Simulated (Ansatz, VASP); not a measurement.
One calculation of SnO, two programs

```
Sn O
1.0
     2.71312   -2.71310    0.00000
     2.71312    2.71310    0.00000
     0.00000    0.00000    9.52714
Sn O
4 4
Direct
  0.75001 0.24999 0.87162
  0.24999 0.75001 0.12838
  0.74999 0.25001 0.37162
  0.25001 0.74999 0.62838
  0.25000 0.25000 0.25000
  0.75000 0.75000 0.75000
  0.25000 0.25000 0.75000
  0.75000 0.75000 0.25000
```

Alike in both runs: functional PBE; dispersion D3(BJ); k mesh 10 × 10 × 4; occupations gaussian, width 0.1 eV; no spin polarisation.

Ansatz relaxed the structure, and its values are those at the end. VASP's run is a single point on that final structure, the one shown.

```csv
,VASP,Ansatz
version,VASP 6.6.1,Ansatz 0.2.0
potentials or method,"VASP PAW PBE potentials, release 64 (Sn_d, O), cutoff 520 eV","scalar-relativistic, plane waves, PAW"
valence electrons in the cell,80,80
```

VASP gave:

* gap on the k mesh at the Fermi level (eV): none
* pressure (GPa): 0.1
* rms of the force components (eV/Å): 0.033

Task: Which values does Ansatz return?

Result: gap on the k mesh at the Fermi level (eV): none; pressure (GPa): 0.0; rms of the force components (eV/Å): 0.001.

A gap of «none» marks a metal or a gap that the smearing closes. Ansatz's warnings: near symmetry operation missed by atoms.
